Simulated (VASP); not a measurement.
**CuI: single point with HSE06**

The system is CuI.

```
Cu I
1.0
     3.66139    0.00000    0.00000
     0.00000    3.66139    0.00000
     0.00000    0.00000    3.66139
Cu I
1 1
Direct
  0.00000 0.00000 0.00000
  0.50000 0.50000 0.50000
```

```json
{
 "Program": "VASP 6.6.1",
 "Task": "single point",
 "Functional": "HSE06",
 "Potentials or basis": "VASP PAW PBE potentials, release 64 (Cu, I)",
 "Cutoff": "520 eV",
 "k mesh": "4 × 4 × 4",
 "Occupations": "fermi-dirac, width 0.02 eV",
 "Spin": "no spin polarisation"
}
```

| Quantity | Value |
| --- | --- |
| Pressure | 1.7 GPa |
| Band gap on the k mesh | 0.51 eV (least direct gap 0.56 eV) |

Levels at points of the mesh, in eV from the valence-band top:
```tsv
k point	band 7	band 8	band 9	band 10	band 11	band 12
(0.00, 0.00, 0.00)	-1.47	-1.47	-1.47	0.81	6.49	6.49
(0.50, 0.00, 0.00)	-2.30	0.00	0.00	4.55	5.45	7.49
(0.50, 0.50, 0.00)	-2.57	-2.35	-0.05	0.51	8.65	8.65
(0.50, 0.50, 0.50)	-1.34	-1.34	-1.34	2.76	2.76	2.76
```

Wall time 24 min on 1 thread of AMD EPYC 7571, with other jobs on the host, peak memory 0.25 GiB.

Caveat: the k points lie up to 0.43 Å⁻¹ apart; the PAW data sets were made with another functional, which shifts forces and pressure a little; spin-orbit coupling is left out, which moves the levels of the heavy elements. A k mesh can miss the band edges.
